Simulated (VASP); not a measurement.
A run of VASP 6.6.1:

INCAR

```
ALGO = Fast
EDIFF = 1E-6
ENCUT = 520
GGA = PS
ISIF = 2
ISMEAR = -1
LASPH = True
LCHARG = False
LREAL = False
LWAVE = False
NBANDS = 46
NELM = 60
PREC = Accurate
SIGMA = 0.15
```

File KPOINTS:

```
k-points
0
Gamma
  12 12 8
```

File POSCAR:

```
AlCu3
1.0
    5.1092963378      0.0000000000      0.0000000000
   -2.5546481689      4.4247804240      0.0000000000
    0.0000000000      0.0000000000      4.1493633246
Al Cu
2 6
Direct
    0.6666666667      0.3333333333      0.2500000000
    0.3333333333      0.6666666667      0.7500000000
    0.3306973191      0.1653486595      0.7500000000
    0.8346513405      0.1653486595      0.7500000000
    0.8346513405      0.6693026809      0.7500000000
    0.6693026809      0.8346513405      0.2500000000
    0.1653486595      0.8346513405      0.2500000000
    0.1653486595      0.3306973191      0.2500000000
```

Potentials or basis: VASP PAW PBE potentials, release 64 (Al, Cu).

Run with:

```console
$ cat potpaw_PBE.64/Al/POTCAR potpaw_PBE.64/Cu/POTCAR > POTCAR
$ mpirun -np 1 vasp_std > vasp.out
```

Hardware: 1 thread of Intel Xeon 8259CL (shared host).

Question: Estimate the wall time of this run.

Answer: It took 22 min on 1 thread of Intel Xeon 8259CL (shared host), peak memory 0.43 GiB. Counts: scf iterations 17, k points 95.
